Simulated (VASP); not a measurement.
# In (Im-3m) in VASP: single point with PBE

Aim: the single point of In with PBE.

All numbers are computed with VASP 6.6.1; they aren't measurements. Logs are shortened: lines on timing, memory, paths and dates and some standing lists are left out, and cuts for length are marked.

**1. The cell of the first run**

Symmetry: Im-3m, No. 229, cubic system. The conventional cell has a = 3.465 Å, b = 3.465 Å, c = 3.465 Å, α = 90.00°, β = 90.00°, γ = 90.00°. Within 4.0 Å of In (site symmetry m-3m) lie 14 In at 3.00 to 3.46 Å.

**2. Single point, PBE (Al replaced by In, lengths x 1.104, strained)**

INCAR reads:

```
SYSTEM = In
ALGO = Normal
EDIFF = 1E-6
ENCUT = 500
GGA = PE
GGA_COMPAT = .False.
ISIF = 2
ISMEAR = 0
LASPH = .True.
LCHARG = .True.
LELF = .True.
LREAL = .False.
LVHAR = .True.
LWAVE = .False.
NBANDS = 12
NELM = 120
PREC = Accurate
SIGMA = 0.1
```

KPOINTS reads:

```
k-points
0
Gamma
  8 8 8
  0 0 0
```

POSCAR reads:

```
In
1.0
   -1.7324595743      1.7324595743      1.7324595743
    1.7324595743     -1.7324595743      1.7324595743
    1.7324595743      1.7324595743     -1.7324595743
In
1
Direct
    0.0000000000      0.0000000000      0.0000000000
```

Potentials or basis: VASP PAW PBE potentials, release 64 (In_d).

Command:

```console
cat potpaw_PBE.64/In_d/POTCAR > POTCAR
mpirun -np 1 vasp_std > vasp.out
```

OUTCAR:

```text
SYSTEM = In
   EDIFF = 1E-6
   ENCUT = 500
   GGA = PE
   ISIF = 2
   ISMEAR = 0
   LASPH = .True.
   LREAL = .False.
   NELM = 120
   PREC = Accurate

 ion  position               nearest neighbor table
   1  0.000  0.000  0.000-

  LATTYP: Found a body centered cubic cell.
 ALAT       =     3.4649191486

  Lattice vectors:

 A1 = (  -1.7324595743,   1.7324595743,   1.7324595743)
 A2 = (   1.7324595743,  -1.7324595743,   1.7324595743)
 A3 = (   1.7324595743,   1.7324595743,  -1.7324595743)

Analysis of symmetry for initial positions (statically):
=====================================================================
 Subroutine PRICEL returns:
 Original cell was already a primitive cell.

 Routine SETGRP: Setting up the symmetry group for a
 body centered cubic supercell.

 Subroutine GETGRP returns: Found 48 space group operations
 (whereof 48 operations were pure point group operations)
 out of a pool of 48 trial point group operations.

The static configuration has the point symmetry O_h .

Analysis of symmetry for dynamics (positions and initial velocities):
=====================================================================
 Subroutine PRICEL returns:
 Original cell was already a primitive cell.

 Routine SETGRP: Setting up the symmetry group for a
 body centered cubic supercell.

 Subroutine GETGRP returns: Found 48 space group operations
 (whereof 48 operations were pure point group operations)
 out of a pool of 48 trial point group operations.

The dynamic configuration has the point symmetry O_h .

 Subroutine INISYM returns: Found 48 space group operations
 (whereof 48 operations are pure point group operations),
 and found     1 'primitive' translations

----------------------------------------------------------------------------------------

                                     Primitive cell

  volume of cell :      20.7993

  direct lattice vectors                    reciprocal lattice vectors
    -1.732459574  1.732459574  1.732459574     0.000000000  0.288607023  0.288607023
     1.732459574 -1.732459574  1.732459574     0.288607023  0.000000000  0.288607023
     1.732459574  1.732459574 -1.732459574     0.288607023  0.288607023  0.000000000

  length of vectors
     3.000708005  3.000708005  3.000708005     0.408151966  0.408151966  0.408151966

  position of ions in fractional coordinates (direct lattice)
     0.000000000  0.000000000  0.000000000

  ion indices of the primitive-cell ions
[... 75 lines left out ...]
   LREAL  =      F    real-space projection
   EDIFFG = 0.1E-04   stopping-criterion for IOM
   NSW    =      0    number of steps for IOM
   IBRION =     -1    ionic relax: 0-MD 1-quasi-New 2-CG
   NFREE  =      0    steps in history (QN), initial steepest desc. (CG)
   ISIF   =      2    stress and relaxation
   ISYM   =      2    0-nonsym 1-usesym 2-fastsym
   POTIM  = 0.5000    time-step for ionic-motion
   TEBEG  =    0.0;   TEEND  =   0.0 temperature during run
   PSTRESS=    0.0 pullay stress
   NELECT =      13.0000    total number of electrons
   NUPDOWN=      -1.0000    fix difference up-down
   EMIN   =  10.00;   EMAX   =-10.00  energy-range for DOS
   EFERMI =   0.00;   METHOD = LEGACY
   ISMEAR =     0;   SIGMA  =   0.10  broadening in eV -4-tet -1-fermi 0-gaus
   EFERMI_NEDOS =   21; number of points for ismear=-14 and -15
   IALGO  =     38    algorithm
   IMIX   =      4    mixing-type and parameters
     AMIX     =   0.40;   BMIX     =  1.00
     AMIX_MAG =   1.60;   BMIX_MAG =  1.00
  volume/ion in A,a.u.               =      20.80       140.36
  Fermi-wavevector in a.u.,A,eV,Ry     =   1.399715  2.645077 26.656549  1.959201
  Thomas-Fermi vector in A             =   2.522747
   LORBIT       =      0    0 simple, 1 ext, 2 COOP (PROOUT), +10 PAW based schemes
   GGA     = PE    functional components
   LHFCALC =     F    Hartree Fock is set to
   AEXX    =    0.0000 exact exchange contribution
   IVDW    =     0    specifies the selected vdW correction
   LEPSILON=     F    determine dielectric tensor
   LRPA    =     F    only Hartree local field effects (RPA)
 non-spin polarized calculation
 Gauss-broadening in eV      SIGMA  =   0.10
  energy-cutoff  :      500.00
  volume of cell :       20.80
 maximum number of plane-waves:       543
 NGX is ok and might be reduce to    24
   NGX = 11   NGY = 11   NGZ = 11

 number of electron      13.0000005 magnetization

 Free energy of the ion-electron system (eV)
  ---------------------------------------------------
  ext. energy  EPLUGINS =         0.00000000
  ---------------------------------------------------
  free energy    TOTEN  =        -2.16883815 eV

  energy without entropy =       -2.16190386  energy(sigma->0) =       -2.16537100

 E-fermi :  10.7425     XC(G=0): -11.3937

 val. band max:       10.7416452751   @ k =  -0.3750   0.5000   0.2500
 cond. band min:      10.7733132432   @ k =  -0.3750   0.3750   0.1250
 fundamental gap:      0.0316679681
 Fermi energy:        10.7425138647

 k-point     1 :       0.0000    0.0000    0.0000
  band No.  band energies     occupation
      1      -4.6033      2.00000
      2      -4.6033      2.00000
      3      -4.6033      2.00000
      4      -4.1158      2.00000
      5      -4.1158      2.00000
      6      -0.8481      2.00000
      7      24.0886      0.00000
      8      24.0886      0.00000
      9      24.0886      0.00000
     10      24.4221      0.00000
     11      24.4221      0.00000
     12      24.4221      0.00000
[... 331 lines left out ...]
 k-point    24 :      -0.3750    0.3750    0.2500
  band No.  band energies     occupation
      1      -4.6157      2.00000
      2      -4.4516      2.00000
      3      -4.3563      2.00000
      4      -4.2033      2.00000
      5      -3.9760      2.00000
      6       4.9733      2.00000
      7      11.9151      0.00000
      8      14.3797      0.00000
      9      16.5311      0.00000
     10      19.1217      0.00000
     11      25.1641      0.00000
     12      27.7416      0.00000

 [... further k-points ...]
[... 5 lines left out ...]
  --------------------------------------------------------------------------------------
  -------------------------------------------------------------------------------------
  Total        2.7761632      2.7761632      2.7761632      0.0000000      0.0000000      0.0000000
  in kB      213.8485267    213.8485267    213.8485267      0.0000000      0.0000000      0.0000000
  external PRESSURE =     213.8485267 kB  Pullay stress =       0.0000000 kB

 VOLUME and BASIS-vectors are now :
 -----------------------------------------------------------------------------
  energy-cutoff  :      500.00
  volume of cell :       20.80
      direct lattice vectors                 reciprocal lattice vectors
    -1.732459574  1.732459574  1.732459574     0.000000000  0.288607023  0.288607023
     1.732459574 -1.732459574  1.732459574     0.288607023  0.000000000  0.288607023
     1.732459574  1.732459574 -1.732459574     0.288607023  0.288607023  0.000000000

 POSITION                                       TOTAL-FORCE (eV/Angst)
 -----------------------------------------------------------------------------------
      0.00000      0.00000      0.00000         0.000000      0.000000      0.000000
 -----------------------------------------------------------------------------------
    total drift:                               -0.000000      0.000000      0.000000

  FREE ENERGIE OF THE ION-ELECTRON SYSTEM (eV)
  ---------------------------------------------------
  free  energy   TOTEN  =        -2.1688381540 eV

  energy  without entropy=       -2.1619038557  energy(sigma->0) =       -2.16537100
```

OSZICAR:

```text
N       E                     dE             d eps       ncg     rms          rms(c)
DAV:   1     0.763297897723E+02    0.76330E+02   -0.59778E+03   712   0.142E+03
DAV:   2     0.126318730700E+01   -0.75067E+02   -0.72942E+02   716   0.295E+02
DAV:   3    -0.214969257298E+01   -0.34129E+01   -0.34001E+01   836   0.637E+01
DAV:   4    -0.221988278285E+01   -0.70190E-01   -0.70174E-01   864   0.857E+00
DAV:   5    -0.222284324199E+01   -0.29605E-02   -0.29604E-02   936   0.155E+00    0.373E+00
DAV:   6    -0.218046190126E+01    0.42381E-01   -0.54749E-02   868   0.536E+00    0.184E+00
DAV:   7    -0.216976816735E+01    0.10694E-01   -0.17176E-02  1028   0.281E+00    0.365E-01
DAV:   8    -0.216883129859E+01    0.93687E-03   -0.11829E-03   856   0.599E-01    0.326E-02
DAV:   9    -0.216883664838E+01   -0.53498E-05   -0.21412E-05  1016   0.641E-02    0.174E-02
DAV:  10    -0.216883817972E+01   -0.15313E-05   -0.19944E-06   832   0.189E-02    0.206E-03
DAV:  11    -0.216883815399E+01    0.25737E-07   -0.76290E-08   444   0.277E-03
   1 F= -.21688382E+01 E0= -.21653710E+01  d E =-.693430E-02
```

stdout:

```text
POSCAR found type information on POSCAR In
 POSCAR found :  1 types and       1 ions
 scaLAPACK will be used
 LDA part: xc-table for (Slater+PW92), standard interpolation
 POSCAR, INCAR and KPOINTS ok, starting setup
 FFT: planning ... GRIDC
 FFT: planning ... GRID_SOFT
 FFT: planning ... GRID
 WAVECAR not read
 entering main loop
```

Wall time 10 s (1 thread of Intel Xeon 8259CL, shared host); peak memory 0.14 GiB.

Results:

```yaml
Free_energy: -2.1688 eV
Pressure: 21.4 GPa
```

Levels at points of the mesh, in eV from the Fermi level:
| k point | band 4 | band 5 | band 6 | band 7 | band 8 | band 9 |
| --- | --- | --- | --- | --- | --- | --- |
| (0.00, 0.00, 0.00) | -14.86 | -14.86 | -11.59 | 13.35 | 13.35 | 13.35 |
| (0.50, 0.00, 0.00) | -14.85 | -14.55 | -4.53 | -4.17 | 6.80 | 7.83 |
| (0.50, 0.50, 0.50) | -14.62 | -14.62 | 0.96 | 0.96 | 0.96 | 2.65 |

Caveat: the cell differs from its parent crystal (Al replaced by In, lengths x 1.104, strained); spin-orbit coupling is left out, which moves the levels of the heavy elements.
